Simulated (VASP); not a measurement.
# Au (Fm-3m) in VASP: further runs

The runs below take Au through single point, with LDA.

Program: VASP 6.6.1. These are calculated values, not measurements. Logs are shortened: lines on timing, memory, paths and dates and some standing lists are left out, and cuts for length are marked.

## 1. The cell of the first run

It takes space group Fm-3m (No. 225, cubic). Conventional cell: a = 4.070 Å, b = 4.070 Å, c = 4.070 Å, α = 90.00°, β = 90.00°, γ = 90.00°. Within 3.8 Å of Au (site symmetry m-3m) lie 12 Au at 2.88 Å.

## 2. Single point, LDA, non-collinear spin, zero start, spin-orbit coupling

File INCAR:

```
PREC = Accurate
ENCUT = 520
EDIFF = 1E-6
ISMEAR = -1
SIGMA = 0.05
LREAL = False
LASPH = True
NELM = 150
ALGO = Normal
ISIF = 2
LWAVE = False
LCHARG = False
MAGMOM = 0 0 0
LORBIT = 11
LSORBIT = True
GGA_COMPAT = False
LORBMOM = True
LMAXMIX = 4
GGA = CA
NBANDS = 22
```

File KPOINTS:

```
regular mesh
0
Gamma
  11 11 11
```

File POSCAR:

```
Au
1.0
    0.0000000000      2.0350000000      2.0350000000
    2.0350000000      0.0000000000      2.0350000000
    2.0350000000      2.0350000000      0.0000000000
Au
1
Direct
    0.0000000000      0.0000000000      0.0000000000
```

Potentials or basis: VASP PAW LDA potentials, release 64 (Au).

Started as:

```sh
> cat potpaw_LDA.64/Au/POTCAR > POTCAR
> mpirun -np 1 vasp_ncl > vasp.out
```

OUTCAR:

```text
PREC = Accurate
   ENCUT = 520
   EDIFF = 1E-6
   ISMEAR = -1
   LREAL = False
   LASPH = True
   NELM = 150
   ISIF = 2
   LORBIT = 11
   LSORBIT = True
   GGA = CA

 ion  position               nearest neighbor table
   1  0.000  0.000  0.000-

  LATTYP: Found a face centered cubic cell.
 ALAT       =     4.0700000000

  Lattice vectors:

 A1 = (   0.0000000000,   2.0350000000,   2.0350000000)
 A2 = (   2.0350000000,   0.0000000000,   2.0350000000)
 A3 = (   2.0350000000,   2.0350000000,   0.0000000000)

Analysis of symmetry for initial positions (statically):
=====================================================================
 Subroutine PRICEL returns:
 Original cell was already a primitive cell.

 Routine SETGRP: Setting up the symmetry group for a
 face centered cubic supercell.

 Subroutine GETGRP returns: Found 48 space group operations
[... 9 lines left out ...]

 Routine SETGRP: Setting up the symmetry group for a
 face centered cubic supercell.

 Subroutine GETGRP returns: Found 48 space group operations
 (whereof 48 operations were pure point group operations)
 out of a pool of 48 trial point group operations.

The dynamic configuration has the point symmetry O_h .

Analysis of structural, dynamic, and magnetic symmetry:
=====================================================================
 Subroutine PRICEL returns:
 Original cell was already a primitive cell.

 Routine SETGRP: Setting up the symmetry group for a
 face centered cubic supercell.

 Subroutine GETGRP returns: Found 48 space group operations
 (whereof 48 operations were pure point group operations)
 out of a pool of 48 trial point group operations.

The overall configuration has the point symmetry O_h .

 Subroutine INISYM returns: Found 48 space group operations
[... 5 lines left out ...]
                                     Primitive cell

  volume of cell :      16.8548

  direct lattice vectors                    reciprocal lattice vectors
     0.000000000  2.035000000  2.035000000    -0.245700246  0.245700246  0.245700246
     2.035000000  0.000000000  2.035000000     0.245700246 -0.245700246  0.245700246
     2.035000000  2.035000000  0.000000000     0.245700246  0.245700246 -0.245700246

  length of vectors
     2.877924599  2.877924599  2.877924599     0.425565309  0.425565309  0.425565309

  position of ions in fractional coordinates (direct lattice)
     0.000000000  0.000000000  0.000000000

  ion indices of the primitive-cell ions
   primitive index   ion index
                 1           1

[... 130 lines left out ...]
  band No.  band energies     occupation
      1      -0.5583      1.00000
      2      -0.5583      1.00000
      3       4.0755      1.00000
      4       4.0755      1.00000
      5       4.0755      1.00000
      6       4.0755      1.00000
[... 589 lines left out ...]
     21      31.4317      0.00000
     22      31.4317      0.00000

 [... further k-points ...]

------------------------ aborting loop because EDIFF is reached ----------------------------------------

  FORCE on cell =-STRESS in cart. coord.  units (eV):
  Direction    XX          YY          ZZ          XY          YZ          ZX
  --------------------------------------------------------------------------------------
  -------------------------------------------------------------------------------------
  Total       -0.3973635     -0.3973635     -0.3973635      0.0000000      0.0000000     -0.0000000
  in kB      -37.7724650    -37.7724650    -37.7724650      0.0000000      0.0000000     -0.0000000
  external PRESSURE =     -37.7724650 kB  Pullay stress =       0.0000000 kB

 VOLUME and BASIS-vectors are now :
 -----------------------------------------------------------------------------
  energy-cutoff  :      520.00
  volume of cell :       16.85
      direct lattice vectors                 reciprocal lattice vectors
     0.000000000  2.035000000  2.035000000    -0.245700246  0.245700246  0.245700246
     2.035000000  0.000000000  2.035000000     0.245700246 -0.245700246  0.245700246
     2.035000000  2.035000000  0.000000000     0.245700246  0.245700246 -0.245700246

 POSITION                                       TOTAL-FORCE (eV/Angst)
 -----------------------------------------------------------------------------------
      0.00000      0.00000      0.00000        -0.000000     -0.000000     -0.000000
 -----------------------------------------------------------------------------------
    total drift:                               -0.000000      0.000000     -0.000000

  FREE ENERGIE OF THE ION-ELECTRON SYSTEM (eV)
  ---------------------------------------------------
  free  energy   TOTEN  =        -4.7498759220 eV

  energy  without entropy=       -4.7473887826  energy(sigma->0) =       -4.74863235

 orbital moment (x)

 # of ion     p       d       tot
 ----------------------------------------
  1        -0.000   0.000   0.000
 ----------------------------------------
           -0.000   0.000   0.000

 orbital moment (y)

 # of ion     p       d       tot
 ----------------------------------------
  1         0.000  -0.000  -0.000
 ----------------------------------------
            0.000  -0.000  -0.000

 orbital moment (z)

 # of ion     p       d       tot
 ----------------------------------------
  1         0.000   0.000   0.000
 ----------------------------------------
            0.000   0.000   0.000

 Spin-Orbit-Coupling matrix elements

 Ion:    1  E_soc:     -0.5991440
 l=   1
     0.0000000    -0.0277836    -0.0277836
    -0.0277836     0.0000000    -0.0277836
    -0.0277836    -0.0277836     0.0000000
 l=   2
     0.0000000    -0.0155709     0.0000000    -0.0155709    -0.0565029
    -0.0155709     0.0000000    -0.0423772    -0.0155709    -0.0141257
     0.0000000    -0.0423772     0.0000000    -0.0423772     0.0000000
    -0.0155709    -0.0155709    -0.0423772     0.0000000    -0.0141257
    -0.0565029    -0.0141257     0.0000000    -0.0141257     0.0000000
 l=   3
     0.0000000     0.0000000     0.0000000     0.0000000     0.0000000     0.0000000     0.0000000
     0.0000000     0.0000000     0.0000000     0.0000000     0.0000000     0.0000000     0.0000000
     0.0000000     0.0000000     0.0000000     0.0000000     0.0000000     0.0000000     0.0000000
     0.0000000     0.0000000     0.0000000     0.0000000     0.0000000     0.0000000     0.0000000
     0.0000000     0.0000000     0.0000000     0.0000000     0.0000000     0.0000000     0.0000000
     0.0000000     0.0000000     0.0000000     0.0000000     0.0000000     0.0000000     0.0000000
     0.0000000     0.0000000     0.0000000     0.0000000     0.0000000     0.0000000     0.0000000

 total charge

# of ion       s       p       d       tot
------------------------------------------
    1        0.546   0.384   8.736   9.666

 magnetization (x)

# of ion       s       p       d       tot
------------------------------------------
    1        0.000  -0.000   0.000  -0.000

 magnetization (y)

# of ion       s       p       d       tot
------------------------------------------
    1        0.000   0.000  -0.000  -0.000

 magnetization (z)

# of ion       s       p       d       tot
------------------------------------------
    1        0.000   0.000   0.000   0.000
```

OSZICAR:

```text
N       E                     dE             d eps       ncg     rms          rms(c)
DAV:   1     0.636289100825E+02    0.63629E+02   -0.55832E+03  2488   0.963E+02
DAV:   2    -0.365988859534E+01   -0.67289E+02   -0.62679E+02  2902   0.236E+02
DAV:   3    -0.510019218647E+01   -0.14403E+01   -0.14347E+01  2882   0.340E+01
DAV:   4    -0.510686147602E+01   -0.66693E-02   -0.66689E-02  2800   0.253E+00
DAV:   5    -0.510692537433E+01   -0.63898E-04   -0.63899E-04  2824   0.258E-01    0.114E+01
DAV:   6    -0.477772117201E+01    0.32920E+00   -0.48129E-01  2686   0.831E+00    0.697E+00
DAV:   7    -0.475354808567E+01    0.24173E-01   -0.37836E-02  2806   0.231E+00    0.338E+00
DAV:   8    -0.475014587456E+01    0.34022E-02   -0.14522E-03  2700   0.382E-01    0.139E+00
DAV:   9    -0.474987154726E+01    0.27433E-03   -0.23624E-04  2800   0.167E-01    0.103E-01
DAV:  10    -0.474987617772E+01   -0.46305E-05   -0.31245E-06  2680   0.196E-02    0.255E-02
DAV:  11    -0.474987592199E+01    0.25573E-06   -0.31168E-07  1994   0.589E-03
   1 F= -.47498759E+01 E0= -.47486324E+01  d E =-.248714E-02  mag=     0.0000    -0.0000    -0.0000
```

It took 28 s on 1 thread of Intel Xeon Platinum 8488C (Sapphire Rapids), shared host; peak memory 0.18 GiB.

Results:

```yaml
Free_energy: -4.7499 eV
Pressure: -3.8 GPa
Net_moment: 0.00 μB per cell
Valence_electrons_inside_the_program's_atomic_spheres: Au 9.67
```

Moments on the atoms (μB; x, y, z):
```
Au  0.00 0.00 0.00
```

## 3. Single point, LDA, non-collinear spin, zero start, spin-orbit coupling

This run uses another cell than the first one, of 17.19 Å³/atom, 1.020 times its volume.

File INCAR:

```
SYSTEM = Au
ALGO = Fast
EDIFF = 1E-6
ENCUT = 520
GGA = CA
GGA_COMPAT = .FALSE.
ISIF = 2
ISMEAR = -1
LASPH = .TRUE.
LCHARG = .TRUE.
LMAXMIX = 4
LORBIT = 11
LORBMOM = .TRUE.
LREAL = .FALSE.
LSORBIT = .TRUE.
LVHAR = .TRUE.
LWAVE = .FALSE.
MAGMOM = 0 0 0
NBANDS = 22
NELM = 150
PREC = Accurate
SIGMA = 0.05
```

File KPOINTS:

```
k-points
0
G
  11 11 11
  0 0 0
```

File POSCAR:

```
Au
1.0
    0.0000000000      2.0484772140      2.0484772140
    2.0484772140      0.0000000000      2.0484772140
    2.0484772140      2.0484772140      0.0000000000
Au
1
Direct
    0.0000000000      0.0000000000      0.0000000000
```

Potentials or basis: VASP PAW LDA potentials, release 64 (Au).

Started as:

```sh
> cat potpaw_LDA.64/Au/POTCAR > POTCAR
> mpirun -np 1 vasp_ncl > vasp.out
```

OUTCAR:

```text
SYSTEM = Au
   EDIFF = 1E-6
   ENCUT = 520
   GGA = CA
   ISIF = 2
   ISMEAR = -1
   LASPH = .TRUE.
   LORBIT = 11
   LREAL = .FALSE.
   LSORBIT = .TRUE.
   NELM = 150
   PREC = Accurate

 ion  position               nearest neighbor table
   1  0.000  0.000  0.000-

  LATTYP: Found a face centered cubic cell.
 ALAT       =     4.0969544280

  Lattice vectors:

 A1 = (   0.0000000000,   2.0484772140,   2.0484772140)
 A2 = (   2.0484772140,   0.0000000000,   2.0484772140)
 A3 = (   2.0484772140,   2.0484772140,   0.0000000000)

Analysis of symmetry for initial positions (statically):
=====================================================================
 Subroutine PRICEL returns:
 Original cell was already a primitive cell.
[... 848 lines left out ...]
  1         0.000   0.000   0.000
 ----------------------------------------
            0.000   0.000   0.000

 Spin-Orbit-Coupling matrix elements

 Ion:    1  E_soc:     -0.5939014
 l=   1
     0.0000000    -0.0268379    -0.0268379
    -0.0268379     0.0000000    -0.0268379
    -0.0268379    -0.0268379     0.0000000
 l=   2
     0.0000000    -0.0155867     0.0000000    -0.0155867    -0.0565590
    -0.0155867     0.0000000    -0.0424192    -0.0155867    -0.0141397
     0.0000000    -0.0424192     0.0000000    -0.0424192     0.0000000
    -0.0155867    -0.0155867    -0.0424192     0.0000000    -0.0141397
    -0.0565590    -0.0141397     0.0000000    -0.0141397     0.0000000
 l=   3
     0.0000000     0.0000000     0.0000000     0.0000000     0.0000000     0.0000000     0.0000000
     0.0000000     0.0000000     0.0000000     0.0000000     0.0000000     0.0000000     0.0000000
     0.0000000     0.0000000     0.0000000     0.0000000     0.0000000     0.0000000     0.0000000
     0.0000000     0.0000000     0.0000000     0.0000000     0.0000000     0.0000000     0.0000000
     0.0000000     0.0000000     0.0000000     0.0000000     0.0000000     0.0000000     0.0000000
     0.0000000     0.0000000     0.0000000     0.0000000     0.0000000     0.0000000     0.0000000
     0.0000000     0.0000000     0.0000000     0.0000000     0.0000000     0.0000000     0.0000000

 total charge

# of ion       s       p       d       tot
------------------------------------------
    1        0.540   0.368   8.732   9.639

 magnetization (x)

# of ion       s       p       d       tot
------------------------------------------
    1        0.000  -0.000   0.000   0.000

 magnetization (y)

# of ion       s       p       d       tot
------------------------------------------
    1       -0.000  -0.000   0.000  -0.000

 magnetization (z)

# of ion       s       p       d       tot
------------------------------------------
    1        0.000   0.000   0.000   0.000
```

Run time: 33 s. Hardware: 1 thread of Intel Xeon Platinum 8488C (Sapphire Rapids), shared host; peak memory 0.18 GiB.

What came out:

```
Free energy                                           : -4.7386 eV
Pressure                                              : -7.1 GPa
Net moment                                            : 0.00 μB per cell
Valence electrons inside the program's atomic spheres : Au 9.64
```

Moments on the atoms (μB; x, y, z):
```
Au  0.00 0.00 0.00
```

## 4. Single point, LDA, non-collinear spin, zero start, spin-orbit coupling

This run uses another cell than the first one, of 17.53 Å³/atom, 1.040 times its volume.

File INCAR:

```
ALGO = Fast ; EDIFF = 1E-6
ENCUT = 520 ; GGA_COMPAT = F
ISIF = 2 ; ISMEAR = -1
LASPH = T ; LCHARG = F
LMAXMIX = 4 ; LNONCOLLINEAR = T
LORBIT = 11 ; LORBMOM = T
LREAL = F ; LSORBIT = T
LWAVE = F ; MAGMOM = 0 0 0
NBANDS = 22 ; NELM = 150
PREC = Accurate ; SIGMA = 0.05
```

File KPOINTS:

```
k-points
0
Gamma
  11 11 11
```

File POSCAR:

```
Au
1.0
    0.0000000000      2.0617793868      2.0617793868
    2.0617793868      0.0000000000      2.0617793868
    2.0617793868      2.0617793868      0.0000000000
Au
1
Direct
    0.0000000000      0.0000000000      0.0000000000
```

Started as:

```sh
> cat potpaw_LDA.64/Au/POTCAR > POTCAR
> mpirun -np 1 vasp_ncl > vasp.out
```

It took 30 s on 1 thread of Intel Xeon Platinum 8488C (Sapphire Rapids), shared host; peak memory 0.19 GiB.

It converged, with:

```yaml
Free_energy: -4.7209 eV
Pressure: -10.0 GPa
Net_moment: 0.00 μB per cell
Valence_electrons_inside_the_program's_atomic_spheres: Au 9.62
```

Moments on the atoms (μB; x, y, z):
```
Au  0.00 0.00 0.00
```

## 5. The runs side by side

```tsv
cell	pressure (GPa)	moment (μB)
a = 2.878 Å, angles 60.0°, 1 atom	-3.8	0.00
a = 2.897 Å, angles 60.0°, 1 atom	-7.1	0.00
a = 2.916 Å, angles 60.0°, 1 atom	-10.0	0.00
```

Alike in all rows: task single point; level LDA; potentials or basis VASP PAW LDA potentials, release 64 (Au); spin non-collinear, zero start, SOC; k mesh 11 × 11 × 11; cutoff (eV) 520; smearing fermi-dirac 0.05 eV.

Total energies depend on the potentials used, so only differences within one code and one set of settings carry meaning.
